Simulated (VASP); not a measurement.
Set up this calculation in VASP 6.6.1, as the native input.

```
Task                   : single point
Functional             : revPBE
Dispersion             : D3(BJ)
Potentials or basis    : VASP PAW PBE potentials, release 64 (Mn_pv, O)
Cutoff                 : 520 eV
k mesh                 : 10 × 10 × 10
Occupations            : fermi-dirac, width 0.05 eV
Spin                   : collinear spin, ferromagnetic start
Starting moments       : [4.0, 0.0] μB
Dipole correction      : no
Further INCAR settings : ALGO = Normal; EDIFF = 1e-06; NBANDS = 20
```

The structure of MnO lies in POSCAR:

```
MnO
1.0
    0.0000000000      2.2272080301      2.2272080301
    2.2272080301      0.0000000000      2.2272080301
    2.2272080301      2.2272080301      0.0000000000
Mn O
1 1
Direct
    0.0000000000      0.0000000000      0.0000000000
    0.5000000000      0.5000000000      0.5000000000
```

One way to write it, as run:

INCAR

```
SYSTEM = MnO
ALGO     = Normal         ! electronic algorithm
EDIFF    = 1E-6           ! SCF threshold, eV
ENCUT    = 520            ! plane-wave cutoff, eV
GGA      = RE             ! functional
ISIF     = 2              ! what is computed and relaxed
ISMEAR   = -1             ! smearing method
ISPIN    = 2              ! spin polarisation
IVDW     = 12             ! dispersion correction
LASPH    = .True.         ! aspherical terms in the spheres
LCHARG   = .False.        ! write CHGCAR
LMAXMIX  = 4              ! l up to which the mixer works
LORBIT   = 11             ! projections on sites
LREAL    = .False.        ! projectors in reciprocal space
LWAVE    = .False.        ! write WAVECAR
MAGMOM   = 4 0            ! initial moments
NBANDS   = 20             ! bands
NELM     = 150            ! most SCF steps
PREC     = Accurate       ! precision mode
SIGMA    = 0.05           ! smearing width, eV
```

KPOINTS

```
k-points
0
Gamma
  10 10 10
  0 0 0
```

Potentials or basis: VASP PAW PBE potentials, release 64 (Mn_pv, O).

Command:

```bash
$ cat potpaw_PBE.64/Mn_pv/POTCAR potpaw_PBE.64/O/POTCAR > POTCAR
$ mpirun -np 1 vasp_std > vasp.out
```

Results of the run:

| Quantity | Value |
| --- | --- |
| Pressure | 0.2 GPa |
| Net moment | 4.82 μB per cell |
| Site moments | Mn +4.38; O +0.20 μB |
| Valence electrons inside the program's atomic spheres | Mn 11.34; O 4.99 |
| Dispersion energy per atom | -0.592 eV |

Caveat: the PAW data sets were made with another functional, which shifts forces and pressure a little; a cell with one magnetic atom can't hold antiferromagnetic order, which such compounds often take.

Run time: 55 s on 1 thread of Intel Xeon 8259CL, on a shared host, peak memory 0.18 GiB.
